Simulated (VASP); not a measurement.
# HfGeW4 (P6/mmm) in VASP: single point with PBE

Aim: the single point of HfGeW4 with PBE.

All numbers are computed with VASP 6.6.1; they aren't measurements. Logs are shortened: lines on timing, memory, paths and dates and some standing lists are left out, and cuts for length are marked.

## (1) The cell of the first run

Symmetry: P6/mmm, No. 191, hexagonal system. The conventional cell has a = 4.122 Å, b = 4.122 Å, c = 9.027 Å, α = 90.00°, β = 90.00°, γ = 120.00°. Within 3.4 Å of Hf (site symmetry 6/mmm) lie 2 W at 2.57 Å. Within 2.6 Å of Ge (site symmetry 6/mmm) lie 8 W at 1.95 to 2.38 Å. Within 3.1 Å of W (site symmetry -6m2) lie 3 Ge at 2.38 Å and 9 W at 2.38 to 3.07 Å. W (site symmetry 6mm) has 1 Ge at 1.95 Å and 1 Hf at 2.57 Å within 2.6 Å.

The cell was built from a structure type or drawn by symmetry, and may not be a known phase.

## (2) Single point, PBE

File INCAR:

```
PREC = Accurate
ENCUT = 520
EDIFF = 1E-6
ISMEAR = 0
SIGMA = 0.1
LREAL = False
LASPH = True
NELM = 80
ALGO = Normal
ISIF = 2
LWAVE = False
LCHARG = False
GGA = PE
NBANDS = 49
```

File KPOINTS:

```
regular mesh
0
Gamma
  6 6 2
```

File POSCAR:

```
HfGeW4
1.0
    4.1217670300      0.0000000000      0.0000000000
   -2.0608835100      3.5695549600      0.0000000000
    0.0000000000      0.0000000000      9.0266127300
Hf Ge W
1 1 4
Direct
    0.0000000000      0.0000000000      0.0000000000
    0.0000000000      0.0000000000      0.5000000000
    0.3333333300      0.6666666700      0.5000000000
    0.6666666700      0.3333333300      0.5000000000
    0.0000000000      0.0000000000      0.7155753900
    0.0000000000      0.0000000000      0.2844246100
```

Potentials or basis: VASP PAW PBE potentials, release 64 (Hf_pv, Ge_d, W_sv).

The run is started by

```bash
> cat potpaw_PBE.64/Hf_pv/POTCAR potpaw_PBE.64/Ge_d/POTCAR potpaw_PBE.64/W_sv/POTCAR > POTCAR
> mpirun -np 1 vasp_std > vasp.out
```

OUTCAR:

```text
PREC = Accurate
   ENCUT = 520
   EDIFF = 1E-6
   ISMEAR = 0
   LREAL = False
   LASPH = True
   NELM = 80
   ISIF = 2
   GGA = PE

 ion  position               nearest neighbor table
   1  0.000  0.000  0.000-   5 2.57   6 2.57
   2  0.000  0.000  0.500-   5 1.95   6 1.95   3 2.38   4 2.38   4 2.38   3 2.38   4 2.38   3 2.38

   3  0.333  0.667  0.500-   2 2.38   4 2.38   4 2.38   2 2.38   2 2.38   4 2.38   5 3.07   6 3.07
                             6 3.07   5 3.07   6 3.07   5 3.07
   4  0.667  0.333  0.500-   2 2.38   3 2.38   3 2.38   2 2.38   2 2.38   3 2.38   5 3.07   6 3.07
                             5 3.07   6 3.07   5 3.07   6 3.07
   5  0.000  0.000  0.716-   2 1.95   1 2.57   3 3.07   4 3.07   4 3.07   3 3.07   4 3.07   3 3.07

   6  0.000  0.000  0.284-   2 1.95   1 2.57   3 3.07   4 3.07   4 3.07   3 3.07   4 3.07   3 3.07

  LATTYP: Found a hexagonal cell.
 ALAT       =     4.1217670300
 C/A-ratio  =     2.1899861550

  Lattice vectors:

 A1 = (   4.1217670300,   0.0000000000,   0.0000000000)
 A2 = (  -2.0608835100,   3.5695549600,   0.0000000000)
 A3 = (   0.0000000000,   0.0000000000,   9.0266127300)

Analysis of symmetry for initial positions (statically):
=====================================================================
 Subroutine PRICEL returns:
 Original cell was already a primitive cell.

 Routine SETGRP: Setting up the symmetry group for a
 hexagonal supercell.

 Subroutine GETGRP returns: Found 24 space group operations
 (whereof 24 operations were pure point group operations)
 out of a pool of 24 trial point group operations.

The static configuration has the point symmetry D_6h.

Analysis of symmetry for dynamics (positions and initial velocities):
=====================================================================
 Subroutine PRICEL returns:
 Original cell was already a primitive cell.

 Routine SETGRP: Setting up the symmetry group for a
 hexagonal supercell.

 Subroutine GETGRP returns: Found 24 space group operations
 (whereof 24 operations were pure point group operations)
 out of a pool of 24 trial point group operations.

The dynamic configuration has the point symmetry D_6h.

 Subroutine INISYM returns: Found 24 space group operations
 (whereof 24 operations are pure point group operations),
 and found     1 'primitive' translations

----------------------------------------------------------------------------------------

                                     Primitive cell

  volume of cell :     132.8074

  direct lattice vectors                    reciprocal lattice vectors
     4.121767030  0.000000000  0.000000000     0.242614392  0.140073484  0.000000000
    -2.060883510  3.569554960  0.000000000     0.000000000  0.280146968  0.000000000
     0.000000000  0.000000000  9.026612730     0.000000000  0.000000000  0.110783528

  length of vectors
     4.121767030  4.121767031  9.026612730     0.280146968  0.280146968  0.110783528

  position of ions in fractional coordinates (direct lattice)
     0.000000000  0.000000000  0.000000000
     0.000000000  0.000000000  0.500000000
     0.333333330  0.666666670  0.500000000
     0.666666670  0.333333330  0.500000000
     0.000000000  0.000000000  0.715575390
     0.000000000  0.000000000  0.284424610

  ion indices of the primitive-cell ions
   primitive index   ion index
                 1           1
                 2           2
                 3           3
                 4           4
                 5           5
                 6           6

----------------------------------------------------------------------------------------

 KPOINTS: regular mesh

Automatic generation of k-mesh.
 Grid dimensions read from file:
 generate k-points for:    6    6    2

 Generating k-lattice:

  Cartesian coordinates                     Fractional coordinates (reciprocal lattice)
     0.040435732  0.023345581  0.000000000     0.166666667  0.000000000  0.000000000
     0.000000000  0.046691161  0.000000000     0.000000000  0.166666667  0.000000000
     0.000000000  0.000000000  0.055391764     0.000000000  0.000000000  0.500000000

  Length of vectors
     0.046691161  0.046691161  0.055391764

  Shift w.r.t. Gamma in fractional coordinates (k-lattice)
     0.000000000  0.000000000  0.000000000

 Subroutine IBZKPT returns following result:
 ===========================================

 Found     14 irreducible k-points:

 Following reciprocal coordinates:
            Coordinates               Weight
  0.000000  0.000000  0.000000      1.000000
  0.166667  0.000000  0.000000      6.000000
  0.333333  0.000000  0.000000      6.000000
  0.500000  0.000000  0.000000      3.000000
  0.166667  0.166667  0.000000      6.000000
  0.333333  0.166667  0.000000     12.000000
  0.333333  0.333333  0.000000      2.000000
  0.000000  0.000000  0.500000      1.000000
  0.166667  0.000000  0.500000      6.000000
  0.333333  0.000000  0.500000      6.000000
  0.500000  0.000000  0.500000      3.000000
  0.166667  0.166667  0.500000      6.000000
  0.333333  0.166667  0.500000     12.000000
  0.333333  0.333333  0.500000      2.000000
   k-points           NKPTS =     14   k-points in BZ     NKDIM =     14   number of bands    NBANDS=     49
   number of dos      NEDOS =    301   number of ions     NIONS =      6
   total plane-waves  NPLWV =  71680
   dimension x,y,z NGX =    32 NGY =   32 NGZ =   70
   dimension x,y,z NGXF=    64 NGYF=   64 NGZF=  140
   ions per type =               1   1   4
   NGX,Y,Z   is equivalent  to a cutoff of  12.91, 12.91, 12.89 a.u.
   NGXF,Y,Z  is equivalent  to a cutoff of  25.81, 25.81, 25.78 a.u.
 SYSTEM =  unknown system
   PREC   = accura    normal or accurate (medium, high low for compatibility)
   ISTART =      0    job   : 0-new  1-cont  2-samecut
   ICHARG =      2    charge: 1-file 2-atom 10-const
   ISPIN  =      1    spin polarized calculation?
   LNONCOLLINEAR =      F non collinear calculations
   LSORBIT =      F    spin-orbit coupling
   LASPH  =      T    aspherical Exc in radial PAW
   ENCUT  =  520.0 eV  38.22 Ry    6.18 a.u.   7.66  7.66 16.78*2*pi/ulx,y,z
   NELM   =     80;   NELMIN=  2; NELMDL= -5     # of ELM steps
   EDIFF  = 0.1E-05   stopping-criterion for ELM
   LREAL  =      F    real-space projection
   EDIFFG = 0.1E-04   stopping-criterion for IOM
   NSW    =      0    number of steps for IOM
   IBRION =     -1    ionic relax: 0-MD 1-quasi-New 2-CG
   NFREE  =      0    steps in history (QN), initial steepest desc. (CG)
   ISIF   =      2    stress and relaxation
   ISYM   =      2    0-nonsym 1-usesym 2-fastsym
   POTIM  = 0.5000    time-step for ionic-motion
   TEBEG  =    0.0;   TEEND  =   0.0 temperature during run
   PSTRESS=    0.0 pullay stress
   NELECT =      80.0000    total number of electrons
   NUPDOWN=      -1.0000    fix difference up-down
   EMIN   =  10.00;   EMAX   =-10.00  energy-range for DOS
   EFERMI =   0.00;   METHOD = LEGACY
   ISMEAR =     0;   SIGMA  =   0.10  broadening in eV -4-tet -1-fermi 0-gaus
   EFERMI_NEDOS =   21; number of points for ismear=-14 and -15
   IALGO  =     38    algorithm
   IMIX   =      4    mixing-type and parameters
     AMIX     =   0.40;   BMIX     =  1.00
     AMIX_MAG =   1.60;   BMIX_MAG =  1.00
  volume/ion in A,a.u.               =      22.13       149.37
  Fermi-wavevector in a.u.,A,eV,Ry     =   1.382603  2.612740 26.008762  1.911590
  Thomas-Fermi vector in A             =   2.507279
   LORBIT       =      0    0 simple, 1 ext, 2 COOP (PROOUT), +10 PAW based schemes
   GGA     = PE    functional components
   LHFCALC =     F    Hartree Fock is set to
   AEXX    =    0.0000 exact exchange contribution
   IVDW    =     0    specifies the selected vdW correction
   LEPSILON=     F    determine dielectric tensor
   LRPA    =     F    only Hartree local field effects (RPA)
 non-spin polarized calculation
 Gauss-broadening in eV      SIGMA  =   0.10
  energy-cutoff  :      520.00
  volume of cell :      132.81
 maximum number of plane-waves:      3639
 NGX is ok and might be reduce to    32
   NGX = 15   NGY = 15   NGZ = 33

 number of electron      80.0000001 magnetization

 Free energy of the ion-electron system (eV)
  ---------------------------------------------------
  ext. energy  EPLUGINS =         0.00000000
  ---------------------------------------------------
  free energy    TOTEN  =       -44.22560493 eV

  energy without entropy =      -44.17302707  energy(sigma->0) =      -44.19931600

 E-fermi :   6.2758     XC(G=0): -10.9408

 val. band max:        6.2083810650   @ k =   0.1667   0.1667   0.5000
 cond. band min:       6.2824477817   @ k =   0.3333   0.1667   0.0000
 fundamental gap:      0.0740667167
 Fermi energy:         6.2758243277

 k-point     1 :       0.0000    0.0000    0.0000
  band No.  band energies     occupation
      1     -67.6923      2.00000
      2     -67.6848      2.00000
      3     -67.4684      2.00000
      4     -66.9981      2.00000
      5     -32.8222      2.00000
      6     -32.8222      2.00000
[... 41 lines left out ...]
     48       7.7965      0.00000
     49       8.1289      0.00000

 k-point     2 :       0.1667    0.0000    0.0000
  band No.  band energies     occupation
      1     -67.6915      2.00000
      2     -67.6847      2.00000
      3     -67.4418      2.00000
      4     -67.0267      2.00000
      5     -32.8759      2.00000
      6     -32.7516      2.00000
[... 41 lines left out ...]
     48       8.3272      0.00000
     49       8.5415      0.00000

 k-point     3 :       0.3333    0.0000    0.0000
  band No.  band energies     occupation
      1     -67.6904      2.00000
      2     -67.6846      2.00000
      3     -67.3721      2.00000
      4     -67.1001      2.00000
      5     -32.9723      2.00000
      6     -32.7136      2.00000
[... 561 lines left out ...]
     48       8.5429      0.00000
     49       8.9850      0.00000

 k-point    14 :       0.3333    0.3333    0.5000
  band No.  band energies     occupation
      1     -67.6900      2.00000
      2     -67.6843      2.00000
      3     -67.2373      2.00000
      4     -67.2373      2.00000
      5     -33.1915      2.00000
      6     -32.5633      2.00000
[... 41 lines left out ...]
     48       8.3202      0.00000
     49       8.9869      0.00000

------------------------ aborting loop because EDIFF is reached ----------------------------------------

  FORCE on cell =-STRESS in cart. coord.  units (eV):
  Direction    XX          YY          ZZ          XY          YZ          ZX
  --------------------------------------------------------------------------------------
  -------------------------------------------------------------------------------------
  Total       25.6390301     25.6390302     64.6764803      0.0000000     -0.0000000      0.0000000
  in kB      309.3070726    309.3070732    780.2515416      0.0000004     -0.0000000      0.0000000
  external PRESSURE =     466.2885625 kB  Pullay stress =       0.0000000 kB

 VOLUME and BASIS-vectors are now :
 -----------------------------------------------------------------------------
  energy-cutoff  :      520.00
  volume of cell :      132.81
      direct lattice vectors                 reciprocal lattice vectors
     4.121767030  0.000000000  0.000000000     0.242614392  0.140073484  0.000000000
    -2.060883510  3.569554960  0.000000000     0.000000000  0.280146968  0.000000000
     0.000000000  0.000000000  9.026612730     0.000000000  0.000000000  0.110783528

 POSITION                                       TOTAL-FORCE (eV/Angst)
 -----------------------------------------------------------------------------------
      0.00000      0.00000      0.00000        -0.000000      0.000000      0.000000
      0.00000      0.00000      4.51331        -0.000000      0.000000      0.000000
     -0.00000      2.37970      4.51331         0.000000      0.000000      0.000000
      2.06088      1.18985      4.51331         0.000000      0.000000      0.000000
      0.00000      0.00000      6.45922        -0.000000     -0.000000     16.686139
      0.00000      0.00000      2.56739        -0.000000      0.000000    -16.686139
 -----------------------------------------------------------------------------------
    total drift:                                0.000000     -0.000000     -0.000000

  FREE ENERGIE OF THE ION-ELECTRON SYSTEM (eV)
  ---------------------------------------------------
  free  energy   TOTEN  =       -44.2256049274 eV

  energy  without entropy=      -44.1730270738  energy(sigma->0) =      -44.19931600
```

It took 93 s on 1 thread of Intel Xeon Platinum 8488C (Sapphire Rapids), shared host; peak memory 0.29 GiB.

What came out:

- Free energy: -44.2256 eV
- Pressure: 46.6 GPa
- Largest force: 16.686 eV/Å
- Band gap on the k mesh: zero (bands 40 and 41 overlap by 0.41 eV)

Forces in eV/Å, atoms in the order of the input:
```
Hf    0.000   0.000   0.000
Ge    0.000   0.000   0.000
W     0.000   0.000   0.000
W     0.000   0.000   0.000
W     0.000   0.000  16.686
W     0.000   0.000 -16.686
```

Caveat: the cell stands under pressure; spin-orbit coupling is left out, which moves the levels of the heavy elements; forces of over 1 eV/Å act on the atoms, so gaps and moduli don't describe the material at rest.
